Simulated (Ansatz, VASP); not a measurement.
# One calculation of SnO, two programs

INCAR

```
  PREC = Accurate
  ENCUT = 520
  EDIFF = 1E-8
  ISMEAR = -1
  SIGMA = 0.01
  LREAL = False
  LASPH = True
  NELM = 100
  ALGO = Normal
  ISIF = 2
  LWAVE = False
  LCHARG = False
  GGA = PS
  LEFG = True
  NBANDS = 28
```

KPOINTS

```
regular mesh
0
Gamma
  8 8 6
```

File POSCAR:

```
SnO
1.0
    3.8146313220      0.0000000000      0.0000000000
    0.0000000000      3.8146313220      0.0000000000
    0.0000000000      0.0000000000      4.8520665632
Sn O
2 2
Direct
    0.0000000000      0.5000000000      0.2385000000
    0.5000000000      0.0000000000      0.7615000000
    0.0000000000      0.0000000000      0.0000000000
    0.5000000000      0.5000000000      0.0000000000
```

Input for Ansatz:

```yaml
crystal:
  lattice:
    - [3.814631322, 0.0, 0.0]
    - [0.0, 3.814631322, 0.0]
    - [0.0, 0.0, 4.8520665632]
  atoms:
    - { symbol: Sn, position: [0.0, 0.5, 0.2385] }
    - { symbol: Sn, position: [0.5, 0.0, 0.7615] }
    - { symbol: O, position: [0.0, 0.0, 0.0] }
    - { symbol: O, position: [0.5, 0.5, 0.0] }
kpoints:
  mp_grid: { grid: [8, 8, 6] }
scf:
  occupations: { method: fermi_dirac, width: 0.01 }
hamiltonian:
  xc: pbesol
  pseudopotentials: { kind: all_electron, datasets: crystal }
output:
  forces: true
  stress: true
  eigenvalues: true
  efg: { contact_densities: true }
```

Change from the starting cell: volume scaled by 1.01, crystal datasets.

Alike in both runs: task electric field gradients; functional PBEsol; k mesh 8 × 8 × 6; occupations fermi-dirac, width 0.01 eV; no spin polarisation.

|  | VASP | Ansatz |
| --- | --- | --- |
| version | VASP 6.6.1 | Ansatz 0.2.0 |
| potentials or method | VASP PAW PBE potentials, release 64 (Sn_d, O), cutoff 520 eV | all-electron PAW with datasets made for the crystal, scalar-relativistic |

Ansatz gave:

```
pressure (GPa)                                                : -1.0
traceless stress, the component that is largest in VASP (GPa) : -0.16
rms of the force components (eV/Å)                            : 0.034
size of Vzz on the site where it differs most (V/Å²)          : 167.8
```

Problem. What did VASP give for the same quantities?

Solution. Pressure (GPa): -0.7; traceless stress, the component that is largest in VASP (GPa): -0.15; rms of the force components (eV/Å): 0.001; size of Vzz on the site where it differs most (V/Å²): 160.6.

VASP's potentials were made for PBE, not for PBEsol. Atom by atom the forces differ by 0.035 eV/Å (rms over components). Ansatz ran all-electron here, and VASP with PAW potentials.
